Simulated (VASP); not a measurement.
Set up this calculation in VASP 6.6.1, as the native input.

- Task: relaxation of cell and atoms
- Functional: LDA
- Potentials or basis: VASP PAW LDA potentials, release 64 (Al, N)
- Cutoff: 600 eV
- k mesh: 7 × 7 × 7
- Occupations: gaussian, width 0.01 eV
- Spin: no spin polarisation
- Target pressure: 30 GPa
- Dipole correction: no
- Further INCAR settings: ALGO = Normal; EDIFF = 1e-07; IBRION = 2; EDIFFG = -0.001; NSW = 80; ISIF = 3

The structure of AlN lies in POSCAR:

```
AlN
1.0
    0.0000000000      2.1839940000      2.1839940000
    2.1839940000      0.0000000000      2.1839940000
    2.1839940000      2.1839940000      0.0000000000
Al N
1 1
Direct
    0.0000000000      0.0000000000      0.0000000000
    0.7500000000      0.7500000000      0.7500000000
```

The input as run:

INCAR

```
SYSTEM = AlN
ALGO = Normal
EDIFF = 1E-7
EDIFFG = -0.001
ENCUT = 600
GGA = CA
GGA_COMPAT = .FALSE.
IBRION = 2
ISIF = 3
ISMEAR = 0
LASPH = .TRUE.
LCHARG = .FALSE.
LREAL = .FALSE.
LWAVE = .FALSE.
NELM = 120
NELMIN = 4
NSW = 80
PREC = Accurate
PSTRESS = 300.0
SIGMA = 0.01
```

KPOINTS

```
k-points
0
G
  7 7 7
  0 0 0
```

Potentials or basis: VASP PAW LDA potentials, release 64 (Al, N).

Launch:

```console
$ cat potpaw_LDA.64/Al/POTCAR potpaw_LDA.64/N/POTCAR > POTCAR
$ mpirun -np 1 vasp_std > vasp.out
```

It gave:

| Property | Result |
| --- | --- |
| Relaxed volume | 9.16 Å³/atom |
| Relaxed cell | a = 2.959 Å, b = 2.959 Å, c = 2.959 Å, α = 60.00°, β = 60.00°, γ = 60.00° |
| Space group after relaxing (to 0.05 Å) | F-43m (No. 216) |
| Energy change on relaxing (the enthalpy is what falls) | +92.6 meV/atom |
| Ionic steps | 7 |
| Pressure after relaxing | 30.0 GPa |
| Band gap on the k mesh | 3.61 eV, indirect (least direct gap 5.44 eV) |

Caveat: the cell is relaxed towards a set pressure, so the enthalpy falls and the energy may rise.

Wall time 36 s on 1 thread of Intel Xeon 8259CL (shared host), peak memory 0.14 GiB.
